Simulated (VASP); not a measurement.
## LiAlF4: single point with PBE

The system is LiAlF4.

```
Li Al F
1.0
     5.50240    0.00000    0.00000
     0.00000    5.50240    0.00000
     0.00000    0.00000    9.38194
Li Al F
2 2 8
Direct
  0.00000 0.50000 0.00000
  0.50000 0.00000 0.50000
  0.00000 0.00000 0.25000
  0.00000 0.00000 0.75000
  0.00000 0.25187 0.14586
  0.00000 0.74813 0.14586
  0.00000 0.25187 0.85413
  0.00000 0.74813 0.85413
  0.25187 0.00000 0.35413
  0.74813 0.00000 0.35413
  0.25187 0.00000 0.64587
  0.74813 0.00000 0.64587
```

The cell was built from a structure type or drawn by symmetry, and may not be a known phase.

```json
{
 "Program": "VASP 6.6.1",
 "Task": "single point",
 "Functional": "PBE",
 "Potentials or basis": "VASP PAW PBE potentials, release 64 (Li_sv, Al, F)",
 "Cutoff": "520 eV",
 "k mesh": "4 × 4 × 4",
 "Occupations": "gaussian, width 0.02 eV",
 "Spin": "no spin polarisation",
 "Dipole correction": "no",
 "Further INCAR settings": "ALGO = Normal; EDIFF = 1e-06; NBANDS = 46"
}
```

```
Largest force          : 0.078 eV/Å
Band gap on the k mesh : 6.65 eV (least direct gap 6.66 eV)
```

Forces on the atoms (eV/Å):
```
Li   0.000  0.000  0.000
Li   0.000  0.000  0.000
Al   0.000  0.000  0.000
Al   0.000  0.000  0.000
F    0.000  0.062 -0.047
F    0.000 -0.062 -0.047
F    0.000  0.062  0.047
F    0.000 -0.062  0.047
F    0.062  0.000  0.047
F   -0.062  0.000  0.047
F    0.062  0.000 -0.047
F   -0.062  0.000 -0.047
```

Levels at points of the mesh, in eV from the valence-band top:
| k point | band 32 | band 33 | band 34 | band 35 | band 36 | band 37 |
| --- | --- | --- | --- | --- | --- | --- |
| (0.00, 0.00, 0.00) | -0.29 | -0.02 | -0.02 | 6.65 | 8.41 | 8.59 |
| (0.50, 0.00, 0.00) | -0.35 | -0.31 | 0.00 | 7.95 | 8.20 | 9.50 |
| (0.50, 0.50, 0.00) | -0.44 | -0.27 | -0.27 | 8.95 | 9.13 | 9.39 |
| (0.00, 0.00, 0.50) | -0.36 | -0.03 | -0.03 | 7.16 | 7.16 | 10.31 |
| (0.50, 0.00, 0.50) | -0.36 | -0.35 | -0.02 | 8.33 | 8.45 | 8.64 |
| (0.50, 0.50, 0.50) | -0.53 | -0.31 | -0.31 | 9.28 | 9.28 | 9.53 |

It took 3.9 min on 1 thread of Intel(R) Xeon(R) Platinum 8259CL CPU @ 2.50GHz (Skylake/Cascade Lake), on a shared host, peak memory 0.43 GiB.

 A k mesh can miss the band edges.
